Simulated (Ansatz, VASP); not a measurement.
# One calculation of SnO, two programs

INCAR

```
SYSTEM = SnO
PREC     = Accurate       ! precision mode
ENCUT    = 520            ! plane-wave cutoff, eV
EDIFF    = 1E-6           ! SCF threshold, eV
ISMEAR   = -1             ! smearing method
SIGMA    = 0.05           ! smearing width, eV
LREAL    = .False.        ! projectors in reciprocal space
LASPH    = .True.         ! aspherical terms in the spheres
NELM     = 60             ! most SCF steps
ALGO     = Normal         ! electronic algorithm
ISIF     = 2              ! what is computed and relaxed
LWAVE    = .False.        ! write WAVECAR
LCHARG   = .False.        ! write CHGCAR
GGA      = PE             ! functional
IVDW     = 13             ! dispersion correction
NBANDS   = 28             ! bands
```

KPOINTS

```
Automatic mesh
0
Gamma
  7 7 6
  0 0 0
```

POSCAR

```
SnO
1.0
    3.8638811754      0.0000000000      0.0000000000
    0.0000000000      3.8638811754      0.0000000000
    0.0000000000      0.0000000000      4.9512221655
Sn O
2 2
Direct
    0.5000000000      0.0000000000      0.7646261400
    0.0000000000      0.5000000000      0.2353738600
    0.0000000000      0.0000000000      0.0000000000
    0.5000000000      0.5000000000      0.0000000000
```

input.yaml

```yaml
crystal:
  lattice:
    - [3.8638811754, 0.0, 0.0]
    - [0.0, 3.8638811754, 0.0]
    - [0.0, 0.0, 4.9512221655]
  atoms:
    - { symbol: Sn, position: [0.5, 0.0, 0.76462614] }
    - { symbol: Sn, position: [0.0, 0.5, 0.23537386] }
    - { symbol: O, position: [0.0, 0.0, 0.0] }
    - { symbol: O, position: [0.5, 0.5, 0.0] }
hamiltonian:
  xc: pbe
  pseudopotentials: { kind: paw }
  dispersion: d4
kpoints:
  mp_grid: { grid: [7, 7, 6] }
scf:
  occupations: { method: fermi_dirac, width: 0.05 }
output:
  forces: true
  stress: true
  eigenvalues: true
```

Alike in both runs: task single point; functional PBE; dispersion D4; k mesh 7 × 7 × 6; occupations fermi-dirac, width 0.05 eV; no spin polarisation.

```csv
,VASP,Ansatz
version,VASP 6.6.1,Ansatz 0.2.0
potentials or method,"VASP PAW PBE potentials, release 64 (Sn_d, O)",Ansatz PAW
plane-wave cutoff (eV),520,420
valence electrons in the cell,40,40
```

Ansatz gave:

* gap on the k mesh at the Fermi level (eV): 0.51
* least direct gap on the mesh (eV): 2.02
* pressure (GPa): -2.1
* traceless stress, the component that is largest in VASP (GPa): -0.06
* rms of the force components (eV/Å): 0.053

Problem. Estimate VASP's values.

Solution. gap on the k mesh at the Fermi level (eV): 0.52; least direct gap on the mesh (eV): 1.99; pressure (GPa): -1.9; traceless stress, the component that is largest in VASP (GPa): -0.04; rms of the force components (eV/Å): 0.022.

Atom by atom the forces differ by 0.031 eV/Å (rms over components).

Noted on Ansatz's run: odd divisions of the mesh miss points on the zone boundary, where band edges often lie, so the gap on the mesh can be too wide.
